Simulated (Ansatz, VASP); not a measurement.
# Two plane-wave programs on SnS

```
Sn S
1.0
    10.97638    0.00000    0.00000
     0.00000    3.95383    0.00000
     0.00000    0.00000    4.18351
Sn S
4 4
Direct
  0.11785 0.25000 0.10905
  0.38215 0.75000 0.60905
  0.61785 0.25000 0.39095
  0.88215 0.75000 0.89095
  0.85396 0.25000 0.47388
  0.64604 0.75000 0.97388
  0.35396 0.25000 0.02612
  0.14604 0.75000 0.52612
```

Alike in both runs: functional LDA; k mesh 4 × 8 × 6; occupations gaussian, width 0.02 eV; no spin polarisation.

Ansatz relaxed the structure, and its values are those at the end. VASP's run is a single point on that final structure, the one shown.

|  | VASP | Ansatz |
| --- | --- | --- |
| version | VASP 6.6.1 | Ansatz 0.2.0 |
| potentials or method | VASP PAW LDA potentials, release 64 (Sn_d, S), cutoff 500 eV | scalar-relativistic, plane waves, PAW |
| valence electrons in the cell | 80 | 80 |

Ansatz gave:

| Item | Value |
| --- | --- |
| gap on the k mesh at the Fermi level (eV) | 0.65 |
| least direct gap on the mesh (eV) | 1.05 |
| pressure (GPa) | 0.0 |
| rms of the force components (eV/Å) | 0.001 |

Estimate VASP's values.

gap on the k mesh at the Fermi level (eV): 0.62; least direct gap on the mesh (eV): 1.03; pressure (GPa): 0.0; rms of the force components (eV/Å): 0.009.

LDA's correlation is that of Perdew and Zunger in VASP and of Perdew and Wang (1992) in Ansatz.
